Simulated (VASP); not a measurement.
# Al2P3 (Fmmm) in VASP: single point with PBE

Aim: the single point of Al2P3 with PBE.

Program: VASP 6.6.1. These are calculated values, not measurements. Logs are shortened: lines on timing, memory, paths and dates and some standing lists are left out, and cuts for length are marked.

### Step 1. The cell of the first run

Symmetry: Fmmm, No. 69, orthorhombic system. Conventional cell: a = 7.849 Å, b = 8.293 Å, c = 12.474 Å, α = 90.00°, β = 90.00°, γ = 90.00°. Al (site symmetry 222) has 8 P at 3.07 to 3.15 Å and 6 Al at 3.70 to 3.92 Å within 4.0 Å. Within 3.9 Å of Al (site symmetry m2m) lie 10 P at 2.97 to 3.10 Å and 5 Al at 3.52 to 3.70 Å. P (site symmetry m) has 2 P at 1.78 Å within 2.4 Å. Within 2.4 Å of P (site symmetry mm2) lie 2 P at 1.78 Å.

### Step 2. Single point, PBE

File INCAR:

```
SYSTEM = Al2P3
PREC     = Accurate       ! precision mode
ENCUT    = 520            ! plane-wave cutoff, eV
EDIFF    = 1E-6           ! SCF threshold, eV
ISMEAR   = -1             ! smearing method
SIGMA    = 0.1            ! smearing width, eV
LREAL    = .False.        ! projectors in reciprocal space
LASPH    = .True.         ! aspherical terms in the spheres
NELM     = 100            ! most SCF steps
ALGO     = Normal         ! electronic algorithm
ISIF     = 2              ! what is computed and relaxed
LWAVE    = .False.        ! write WAVECAR
LCHARG   = .False.        ! write CHGCAR
GGA      = PE             ! functional
NBANDS   = 32             ! bands
```

File KPOINTS:

```
regular mesh
0
Gamma
  4 4 4
  0 0 0
```

File POSCAR:

```
Al2P3
1.0
   -4.1466550000      0.0000000000      3.9246020000
    4.1466550000      0.0000000000      3.9246020000
    0.0000000000      6.2370310000      3.9246020000
Al P
4 6
Direct
    0.7500000000      0.2500000000      0.5000000000
    0.2500000000      0.7500000000      0.5000000000
    0.7122700000      0.2877300000      0.0000000000
    0.2877300000      0.7122700000      0.0000000000
    0.1246000000      0.1246000000      0.1424000000
    0.2670000000      0.2670000000      0.8576000000
    0.8754000000      0.8754000000      0.8576000000
    0.7330000000      0.7330000000      0.1424000000
    0.8565000000      0.8565000000      0.2870000000
    0.1435000000      0.1435000000      0.7130000000
```

Potentials or basis: VASP PAW PBE potentials, release 64 (Al, P).

Run with:

```sh
$ cat potpaw_PBE.64/Al/POTCAR potpaw_PBE.64/P/POTCAR > POTCAR
$ mpirun -np 1 vasp_std > vasp.out
```

OUTCAR:

```text
SYSTEM = Al2P3
   PREC = Accurate
   ENCUT = 520
   EDIFF = 1E-6
   ISMEAR = -1
   LREAL = .False.
   LASPH = .True.
   NELM = 100
   ISIF = 2
   GGA = PE

 ion  position               nearest neighbor table
   1  0.750  0.250  0.500-   5 3.07   6 3.07   7 3.07   8 3.07   9 3.15  10 3.15  10 3.15   9 3.15

   2  0.250  0.750  0.500-   5 3.07   6 3.07   7 3.07   8 3.07   9 3.15  10 3.15  10 3.15   9 3.15

   3  0.712  0.288  0.000-   6 2.97   5 2.97   7 2.97   8 2.97  10 2.98   9 2.98   6 3.10   7 3.10
                             8 3.10   5 3.10
   4  0.288  0.712  0.000-   6 2.97   5 2.97   7 2.97   8 2.97  10 2.98   9 2.98   6 3.10   7 3.10
                             5 3.10   8 3.10
   5  0.125  0.125  0.142-   6 1.78   9 1.78   3 2.97   4 2.97   1 3.07   2 3.07   3 3.10   4 3.10

   6  0.267  0.267  0.858-   5 1.78  10 1.78   4 2.97   3 2.97   1 3.07   2 3.07   3 3.10   4 3.10

   7  0.875  0.875  0.858-   8 1.78  10 1.78   3 2.97   4 2.97   1 3.07   2 3.07   3 3.10   4 3.10

   8  0.733  0.733  0.142-   7 1.78   9 1.78   4 2.97   3 2.97   1 3.07   2 3.07   3 3.10   4 3.10

   9  0.856  0.856  0.287-   8 1.78   5 1.78   3 2.98   4 2.98   1 3.15   2 3.15   1 3.15   2 3.15

  10  0.144  0.144  0.713-   6 1.78   7 1.78   3 2.98   4 2.98   1 3.15   2 3.15   1 3.15   2 3.15

  LATTYP: Found a face centered orthorhombic cell.
 ALAT       =     7.8492040000
 B/A-ratio  =     1.0565797500
 C/A-ratio  =     1.5892136324

  Lattice vectors:

 A1 = (   4.1466550000,   6.2370310000,   0.0000000000)
 A2 = (   0.0000000000,   6.2370310000,   3.9246020000)
 A3 = (   4.1466550000,   0.0000000000,   3.9246020000)

Analysis of symmetry for initial positions (statically):
=====================================================================
 Subroutine PRICEL returns:
 Original cell was already a primitive cell.

 Routine SETGRP: Setting up the symmetry group for a
 face centered orthorhombic supercell.

 Subroutine GETGRP returns: Found  8 space group operations
 (whereof  8 operations were pure point group operations)
 out of a pool of  8 trial point group operations.

The static configuration has the point symmetry D_2h.

Analysis of symmetry for dynamics (positions and initial velocities):
=====================================================================
 Subroutine PRICEL returns:
 Original cell was already a primitive cell.

 Routine SETGRP: Setting up the symmetry group for a
 face centered orthorhombic supercell.

 Subroutine GETGRP returns: Found  8 space group operations
 (whereof  8 operations were pure point group operations)
 out of a pool of  8 trial point group operations.

The dynamic configuration has the point symmetry D_2h.

 Subroutine INISYM returns: Found  8 space group operations
 (whereof  8 operations are pure point group operations),
 and found     1 'primitive' translations

----------------------------------------------------------------------------------------

                                     Primitive cell

  volume of cell :     203.0025

  direct lattice vectors                    reciprocal lattice vectors
    -4.146655000  0.000000000  3.924602000    -0.120579117 -0.080166348  0.127401454
     4.146655000  0.000000000  3.924602000     0.120579117 -0.080166348  0.127401454
     0.000000000  6.237031000  3.924602000     0.000000000  0.160332697  0.000000000

  length of vectors
     5.709400016  5.709400016  7.369060765     0.192865490  0.192865490  0.160332697

  position of ions in fractional coordinates (direct lattice)
     0.750000000  0.250000000  0.500000000
     0.250000000  0.750000000  0.500000000
     0.712270000  0.287730000  0.000000000
     0.287730000  0.712270000  0.000000000
     0.124600000  0.124600000  0.142400000
     0.267000000  0.267000000  0.857600000
     0.875400000  0.875400000  0.857600000
     0.733000000  0.733000000  0.142400000
     0.856500000  0.856500000  0.287000000
     0.143500000  0.143500000  0.713000000

  ion indices of the primitive-cell ions
   primitive index   ion index
                 1           1
                 2           2
                 3           3
                 4           4
                 5           5
                 6           6
                 7           7
                 8           8
                 9           9
                10          10

----------------------------------------------------------------------------------------

 KPOINTS: regular mesh

Automatic generation of k-mesh.
 Grid dimensions read from file:
 generate k-points for:    4    4    4

 Generating k-lattice:

  Cartesian coordinates                     Fractional coordinates (reciprocal lattice)
    -0.030144779 -0.020041587  0.031850363     0.250000000  0.000000000  0.000000000
     0.030144779 -0.020041587  0.031850363     0.000000000  0.250000000  0.000000000
     0.000000000  0.040083174  0.000000000     0.000000000  0.000000000  0.250000000

  Length of vectors
     0.048216373  0.048216373  0.040083174

  Shift w.r.t. Gamma in fractional coordinates (k-lattice)
     0.000000000  0.000000000  0.000000000

 Subroutine IBZKPT returns following result:
 ===========================================

 Found     18 irreducible k-points:

 Following reciprocal coordinates:
            Coordinates               Weight
  0.000000  0.000000  0.000000      1.000000
  0.250000  0.000000  0.000000      8.000000
  0.500000  0.000000  0.000000      4.000000
  0.250000  0.250000  0.000000      4.000000
  0.500000  0.250000 -0.000000      8.000000
 -0.250000  0.250000  0.000000      2.000000
[... 10 lines left out ...]
 -0.250000  0.250000  0.500000      2.000000
  0.500000  0.500000  0.500000      1.000000
   k-points           NKPTS =     18   k-points in BZ     NKDIM =     18   number of bands    NBANDS=     32
   number of dos      NEDOS =    301   number of ions     NIONS =     10
   total plane-waves  NPLWV =  98784
   dimension x,y,z NGX =    42 NGY =   42 NGZ =   56
   dimension x,y,z NGXF=    84 NGYF=   84 NGZF=  112
   ions per type =               4   6
   NGX,Y,Z   is equivalent  to a cutoff of  12.23, 12.23, 12.63 a.u.
   NGXF,Y,Z  is equivalent  to a cutoff of  24.46, 24.46, 25.27 a.u.
 SYSTEM =  Al2P3
   PREC   = accura    normal or accurate (medium, high low for compatibility)
   ISTART =      0    job   : 0-new  1-cont  2-samecut
   ICHARG =      2    charge: 1-file 2-atom 10-const
   ISPIN  =      1    spin polarized calculation?
   LNONCOLLINEAR =      F non collinear calculations
   LSORBIT =      F    spin-orbit coupling
   LASPH  =      T    aspherical Exc in radial PAW
   ENCUT  =  520.0 eV  38.22 Ry    6.18 a.u.  10.62 10.62 13.70*2*pi/ulx,y,z
   NELM   =    100;   NELMIN=  2; NELMDL= -5     # of ELM steps
   EDIFF  = 0.1E-05   stopping-criterion for ELM
   LREAL  =      F    real-space projection
   EDIFFG = 0.1E-04   stopping-criterion for IOM
   NSW    =      0    number of steps for IOM
   IBRION =     -1    ionic relax: 0-MD 1-quasi-New 2-CG
   NFREE  =      0    steps in history (QN), initial steepest desc. (CG)
   ISIF   =      2    stress and relaxation
   ISYM   =      2    0-nonsym 1-usesym 2-fastsym
   POTIM  = 0.5000    time-step for ionic-motion
   TEBEG  =    0.0;   TEEND  =   0.0 temperature during run
   PSTRESS=    0.0 pullay stress
   NELECT =      42.0000    total number of electrons
   NUPDOWN=      -1.0000    fix difference up-down
   EMIN   =  10.00;   EMAX   =-10.00  energy-range for DOS
   EFERMI =   0.00;   METHOD = LEGACY
   ISMEAR =    -1;   SIGMA  =   0.10  broadening in eV -4-tet -1-fermi 0-gaus
   EFERMI_NEDOS =   21; number of points for ismear=-14 and -15
   IALGO  =     38    algorithm
   IMIX   =      4    mixing-type and parameters
     AMIX     =   0.40;   BMIX     =  1.00
     AMIX_MAG =   1.60;   BMIX_MAG =  1.00
  volume/ion in A,a.u.               =      20.30       136.99
  Fermi-wavevector in a.u.,A,eV,Ry     =   0.968257  1.829741 12.755764  0.937522
  Thomas-Fermi vector in A             =   2.098212
   LORBIT       =      0    0 simple, 1 ext, 2 COOP (PROOUT), +10 PAW based schemes
   GGA     = PE    functional components
[... 5 lines left out ...]
 non-spin polarized calculation
  energy-cutoff  :      520.00
  volume of cell :      203.00
 maximum number of plane-waves:      5504
   NGX = 21   NGY = 21   NGZ = 27

 number of electron      41.9999997 magnetization

 Free energy of the ion-electron system (eV)
  ---------------------------------------------------
  ext. energy  EPLUGINS =         0.00000000
  ---------------------------------------------------
  free energy    TOTEN  =       -32.33192782 eV

  energy without entropy =      -32.24885716  energy(sigma->0) =      -32.29039249

 E-fermi :   5.9093     XC(G=0):  -9.3301

 val. band max:        5.8126100429   @ k =   0.0000   0.0000   0.2500
 cond. band min:       5.9312086027   @ k =   0.0000   0.0000   0.0000
 fundamental gap:      0.1185985598
 Fermi energy:         5.9093163086

 k-point     1 :       0.0000    0.0000    0.0000
  band No.  band energies     occupation
      1     -11.3221      2.00000
      2      -8.8783      2.00000
      3      -8.8496      2.00000
      4      -5.1412      2.00000
      5      -4.9910      2.00000
      6      -2.0557      2.00000
[... 24 lines left out ...]
     31       9.4819      0.00000
     32       9.5915      0.00000

 k-point     2 :       0.2500    0.0000    0.0000
  band No.  band energies     occupation
      1     -11.2843      2.00000
      2      -8.9181      2.00000
      3      -8.8835      2.00000
      4      -5.0891      2.00000
      5      -4.9949      2.00000
      6      -2.0674      2.00000
[... 24 lines left out ...]
     31       9.7796      0.00000
     32      10.0326      0.00000
[... 523 lines left out ...]
     31       9.6136      0.00000
     32       9.7203      0.00000

 k-point    18 :       0.5000    0.5000    0.5000
  band No.  band energies     occupation
      1     -11.1896      2.00000
      2      -9.0330      2.00000
      3      -8.8976      2.00000
      4      -5.0962      2.00000
      5      -4.9633      2.00000
      6      -2.5176      2.00000
[... 24 lines left out ...]
     31       9.3307      0.00000
     32       9.7470      0.00000

------------------------ aborting loop because EDIFF is reached ----------------------------------------

  FORCE on cell =-STRESS in cart. coord.  units (eV):
  Direction    XX          YY          ZZ          XY          YZ          ZX
  --------------------------------------------------------------------------------------
  -------------------------------------------------------------------------------------
  Total       -3.0353434     61.7628911     59.6119101      0.0000000      0.0000000      0.0000000
  in kB      -23.9561480    487.4575224    470.4811170      0.0000000      0.0000000      0.0000000
  external PRESSURE =     311.3274972 kB  Pullay stress =       0.0000000 kB

 VOLUME and BASIS-vectors are now :
 -----------------------------------------------------------------------------
  energy-cutoff  :      520.00
  volume of cell :      203.00
      direct lattice vectors                 reciprocal lattice vectors
    -4.146655000  0.000000000  3.924602000    -0.120579117 -0.080166348  0.127401454
     4.146655000  0.000000000  3.924602000     0.120579117 -0.080166348  0.127401454
     0.000000000  6.237031000  3.924602000     0.000000000  0.160332697  0.000000000

 POSITION                                       TOTAL-FORCE (eV/Angst)
 -----------------------------------------------------------------------------------
     -2.07333      3.11852      5.88690        -0.000000      0.000000     -0.000000
      2.07333      3.11852      5.88690         0.000000      0.000000     -0.000000
     -1.76042      0.00000      3.92460         0.550042      0.000000     -0.000000
      1.76042      0.00000      3.92460        -0.550042      0.000000     -0.000000
      0.00000      0.88815      1.53687         0.000000      6.460918     10.576156
      0.00000      5.34888      5.46148         0.000000     -6.460918     10.576156
      0.00000      5.34888     10.23693         0.000000     -6.460918    -10.576156
      0.00000      0.88815      6.31233         0.000000      6.460918    -10.576156
      0.00000      1.79003      7.84920         0.000000     12.447885     -0.000000
      0.00000      4.44700      3.92460         0.000000    -12.447885     -0.000000
 -----------------------------------------------------------------------------------
    total drift:                               -0.000000      0.000000     -0.000000

  FREE ENERGIE OF THE ION-ELECTRON SYSTEM (eV)
  ---------------------------------------------------
  free  energy   TOTEN  =       -32.3319278160 eV

  energy  without entropy=      -32.2488571629  energy(sigma->0) =      -32.29039249
```

Run time: 2.1 min. Hardware: 1 thread of Intel Xeon Platinum 8488C (Sapphire Rapids), shared host; peak memory 0.32 GiB.

What came out:

| Property | Result |
| --- | --- |
| Free energy | -32.3319 eV |
| Pressure | 31.1 GPa |
| Largest force | 12.448 eV/Å |
| Band gap on the k mesh | zero (band 21 reaches 6.24 eV, above the bottom of band 22 at 5.58 eV) |

Forces in eV/Å, atoms in the order of the input:
```
Al    0.000   0.000   0.000
Al    0.000   0.000   0.000
Al    0.550   0.000   0.000
Al   -0.550   0.000   0.000
P     0.000   6.461  10.576
P     0.000  -6.461  10.576
P     0.000  -6.461 -10.576
P     0.000   6.461 -10.576
P     0.000  12.448   0.000
P     0.000 -12.448   0.000
```

Caveat: forces of over 1 eV/Å act on the atoms, so gaps and moduli don't describe the material at rest.
